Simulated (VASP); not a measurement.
A run of VASP 6.6.1 is set up as follows.

The input INCAR:

```
PREC = Accurate ; ENCUT = 500
EDIFF = 1E-6 ; ISMEAR = 0
SIGMA = 0.1 ; LREAL = False
LASPH = True ; NELM = 120
ALGO = Normal ; ISIF = 2
LWAVE = False ; LCHARG = False
GGA = PE ; NBANDS = 8
GGA_COMPAT = False
```

Contents of KPOINTS:

```
regular mesh
0
Gamma
  18 18 18
```

The input POSCAR:

```
Al
1.0
    0.0000000000      2.0405840978      2.0405840978
    2.0405840978      0.0000000000      2.0405840978
    2.0405840978      2.0405840978      0.0000000000
Al
1
Direct
    0.0000000000      0.0000000000      0.0000000000
```

Potentials or basis: VASP PAW PBE potentials, release 64 (Al).

Command:

```sh
$ cat potpaw_PBE.64/Al/POTCAR > POTCAR
$ mpirun -np 1 vasp_std > vasp.out
```

Question: What does it give for the pressure?

Answer: -2.2 GPa.
